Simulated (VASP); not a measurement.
Input of a VASP 6.6.1 run:

File INCAR:

```
PREC     = Accurate       # precision mode
ENCUT    = 520            # plane-wave cutoff, eV
EDIFF    = 1E-6           # SCF threshold, eV
ISMEAR   = -1             # smearing method
SIGMA    = 0.1            # smearing width, eV
LREAL    = False          # projectors in reciprocal space
LASPH    = True           # aspherical terms in the spheres
NELM     = 80             # most SCF steps
ALGO     = Normal         # electronic algorithm
ISIF     = 2              # what is computed and relaxed
LWAVE    = False          # write WAVECAR
LCHARG   = True           # write CHGCAR
GGA      = PE             # functional
LELF     = True           # ELF
LVHAR    = True         
NBANDS   = 16             # bands
```

Contents of KPOINTS:

```
regular mesh
0
Gamma
  8 8 11
```

The input POSCAR:

```
S
1.0
    4.3594690139      0.0000000000      0.0000000000
   -2.1797345070      3.7754109130      0.0000000000
    0.0000000000      0.0000000000      2.3170437234
S
3
Direct
    0.0000000000      0.0000000000      0.0000000000
    0.3333333333      0.6666666667      0.5000000000
    0.6666666667      0.3333333333      0.5000000000
```

Potentials or basis: VASP PAW PBE potentials, release 64 (S).

Launch:

```sh
$ cat potpaw_PBE.64/S/POTCAR > POTCAR
$ mpirun -np 1 vasp_std > vasp.out
```

(1) What does it give for the band gap on the k mesh?

(2) Predict the pressure.

Results:

(1) zero (bands 9 and 10 overlap by 6.41 eV).

(2) 30.8 GPa.

Caveat: the cell stands under pressure.
